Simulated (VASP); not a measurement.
Input of a VASP 6.6.1 run:

File POSCAR:

```
AlNi
1.0
    2.8915191721      0.0000000000      0.0000000000
    0.0000000000      2.8915191721      0.0000000000
    0.0000000000      0.0000000000      2.8915191721
Al Ni
1 1
Direct
    0.0000000000      0.0000000000      0.0000000000
    0.5000000000      0.5000000000      0.5000000000
```

Contents of INCAR.step1:

```
PREC     = Accurate       # precision mode
ENCUT    = 520            # plane-wave cutoff, eV
ISMEAR   = 0              # smearing method
SIGMA    = 0.1            # smearing width, eV
LREAL    = F              # projectors in reciprocal space
LASPH    = T              # aspherical terms in the spheres
NELM     = 60             # most SCF steps
NBANDS   = 14             # bands
GGA      = PE             # functional
ALGO     = Normal         # electronic algorithm
EDIFF    = 1E-4           # SCF threshold, eV
LWAVE    = T              # write WAVECAR
LCHARG   = F              # write CHGCAR
```

The input INCAR.step2:

```
PREC     = Accurate       # precision mode
ENCUT    = 520            # plane-wave cutoff, eV
EDIFF    = 1E-6           # SCF threshold, eV
ISMEAR   = 0              # smearing method
SIGMA    = 0.1            # smearing width, eV
LREAL    = F              # projectors in reciprocal space
LASPH    = T              # aspherical terms in the spheres
NELM     = 60             # most SCF steps
ALGO     = Normal         # electronic algorithm
ISIF     = 2              # what is computed and relaxed
LWAVE    = F              # write WAVECAR
LCHARG   = F              # write CHGCAR
METAGGA  = R2SCAN         # meta-GGA
LMIXTAU  = T            
NBANDS   = 14             # bands
ISTART   = 1
```

KPOINTS

```
Automatic mesh
0
Gamma
  14 14 14
```

Potentials or basis: VASP PAW PBE potentials, release 64 (Al, Ni).

Run with:

```console
$ cat potpaw_PBE.64/Al/POTCAR potpaw_PBE.64/Ni/POTCAR > POTCAR
$ cp INCAR.step1 INCAR
$ mpirun -np 1 vasp_std > vasp.out
$ cp INCAR.step2 INCAR
$ mpirun -np 1 vasp_std > vasp.out
```

(1) Predict the pressure.

## Answers

(1) -5.0 GPa.

Caveat: the PAW data sets were made with another functional, which shifts forces and pressure a little.
